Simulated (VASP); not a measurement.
Here is a VASP 6.6.1 calculation.

Contents of INCAR:

```
PREC = Accurate
ENCUT = 500
EDIFF = 1E-7
ISMEAR = 0
SIGMA = 0.1
LREAL = F
LASPH = T
NELM = 200
ALGO = Normal
ISIF = 3
LWAVE = F
LCHARG = F
GGA = PE
IBRION = 2
NSW = 90
EDIFFG = -0.04
GGA_COMPAT = F
NELMIN = 4
LMAXMIX = 6
```

KPOINTS

```
Automatic mesh
0
Gamma
  4 4 4
```

File POSCAR:

```
K2Sm
1.0
    0.0000000000      4.5726180000      4.5726180000
    4.5726180000      0.0000000000      4.5726180000
    4.5726180000      4.5726180000      0.0000000000
K Sm
4 2
Direct
    0.1250000000      0.1250000000      0.1250000000
    0.6250000000      0.1250000000      0.1250000000
    0.1250000000      0.1250000000      0.6250000000
    0.1250000000      0.6250000000      0.1250000000
    0.5000000000      0.5000000000      0.5000000000
    0.7500000000      0.7500000000      0.7500000000
```

Potentials or basis: VASP PAW PBE potentials, release 64 (K_sv, Sm_3), 4f in core.

Command:

```console
$ cat potpaw_PBE.64/K_sv/POTCAR potpaw_PBE.64/Sm_3/POTCAR > POTCAR
$ mpirun -np 1 vasp_std > vasp.out
```

What does it give for the relaxed cell?

a = 7.441 Å, b = 7.441 Å, c = 7.441 Å, α = 60.00°, β = 60.00°, γ = 60.00°.

Estimate the space group after relaxing (to 0.1 Å).

Fd-3m (No. 227).

Predict the relaxed volume.

48.55 Å³/atom.

Final structure:
```cif
data_structure
_symmetry_space_group_name_H-M 'P 1'
_symmetry_Int_Tables_number 1
_cell_length_a 7.4408
_cell_length_b 7.4408
_cell_length_c 7.4408
_cell_angle_alpha 60.000
_cell_angle_beta 60.000
_cell_angle_gamma 60.000
_cell_volume 291.31
loop_
_atom_site_label
_atom_site_type_symbol
_atom_site_fract_x
_atom_site_fract_y
_atom_site_fract_z
_atom_site_occupancy
K1 K 0.12500 0.12500 0.12500 1
K2 K 0.62500 0.12500 0.12500 1
K3 K 0.12500 0.12500 0.62500 1
K4 K 0.12500 0.62500 0.12500 1
Sm1 Sm 0.50000 0.50000 0.50000 1
Sm2 Sm 0.75000 0.75000 0.75000 1
```

Caveat: the volume moved by over 15 % at a fixed basis, so the end points are rough; spin-orbit coupling is left out, which moves the levels of the heavy elements; the 4f electrons are frozen in the core, so they carry no moment and show no levels. Spin polarisation is off, so any magnetic state and its effect on volume and gap are missing.
